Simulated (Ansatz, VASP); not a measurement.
Eu in VASP and in Ansatz

```xyz
2
Lattice="0.0000 4.6100 0.0000 4.6100 0.0000 0.0000 4.6100 4.6100 -4.6100" Properties=species:S:1:pos:R:3 pbc="T T T"
Eu    0.0000    0.0000    0.0000
Eu    2.3050    2.3050   -2.3050
```

Alike in both runs: task single point; functional PBEsol; k mesh 10 × 10 × 5; occupations gaussian, width 0.05 eV; collinear spin; Hubbard terms Eu f U = 5.0 eV.

|  | VASP | Ansatz |
| --- | --- | --- |
| version | VASP 6.6.1 | Ansatz 0.2.0 |
| potentials or method | VASP PAW PBE potentials, release 64 (Eu), cutoff 520 eV | scalar-relativistic, plane waves, PAW |
| valence electrons in the cell | 34 | 34 |

Ansatz gave:

- gap on the k mesh at the Fermi level (eV): none
- pressure (GPa): -1.4
- net moment per atom (μB): 0.00
- size of the moment on the site where the two differ most (μB): 7.03

**Question.** Estimate VASP's values.

**Answer.** gap on the k mesh at the Fermi level (eV): none; pressure (GPa): -1.2; net moment per atom (μB): 0.00; size of the moment on the site where the two differ most (μB): 6.77.

VASP's potentials were made for PBE, not for PBEsol. Site moments also hang on the region over which each program counts them. The programs project onto different local orbitals, so the same U acts differently, and such runs can settle in different states. A gap of «none» marks a metal or a gap that the smearing closes. Ansatz's warnings: filled band counts differ across k points.

Spin-orbit coupling is off throughout.
